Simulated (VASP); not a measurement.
A run of VASP 6.6.1:

File POSCAR:

```
ScIr
1.0
    3.2059978656      0.0000000000      0.0000000000
    0.0000000000      3.2059978656      0.0000000000
    0.0000000000      0.0000000000      3.2059978656
Sc Ir
1 1
Direct
    0.0000000000      0.0000000000      0.0000000000
    0.5000000000      0.5000000000      0.5000000000
```

The input INCAR.step1:

```
SYSTEM = ScIr
PREC = Accurate
ENCUT = 620
ISMEAR = 0
SIGMA = 0.05
LREAL = .FALSE.
LASPH = .TRUE.
NELM = 120
NBANDS = 21
GGA = PE
ALGO = Normal
EDIFF = 1E-5
LWAVE = .TRUE.
LCHARG = .FALSE.
GGA_COMPAT = .FALSE.
```

Contents of INCAR.step2:

```
SYSTEM = ScIr
PREC = Accurate
ENCUT = 620
EDIFF = 1E-6
ISMEAR = 0
SIGMA = 0.05
LREAL = .FALSE.
LASPH = .TRUE.
NELM = 120
ALGO = Normal
ISIF = 2
LWAVE = .FALSE.
LCHARG = .TRUE.
METAGGA = R2SCAN
LMIXTAU = .TRUE.
LELF = .TRUE.
LVHAR = .TRUE.
NBANDS = 21
ISTART = 1
GGA_COMPAT = .FALSE.
```

Contents of KPOINTS:

```
Automatic mesh
0
G
  10 10 10
  0 0 0
```

Potentials or basis: VASP PAW PBE potentials, release 64 (Sc_sv, Ir_sv_GW).

Launch:

```console
$ cat potpaw_PBE.64/Sc_sv/POTCAR potpaw_PBE.64/Ir_sv_GW/POTCAR > POTCAR
$ cp INCAR.step1 INCAR
$ mpirun -np 1 vasp_std > vasp.out
$ cp INCAR.step2 INCAR
$ mpirun -np 1 vasp_std > vasp.out
```

Hardware: 1 thread of Intel(R) Xeon(R) Platinum 8488C (Sapphire Rapids) (shared host).

Problem. How long does it take, and how much memory?

Solution. Wall time 120 s on 1 thread of Intel(R) Xeon(R) Platinum 8488C (Sapphire Rapids), with other jobs on the host, peak memory 0.21 GiB. Counts: k points 56.
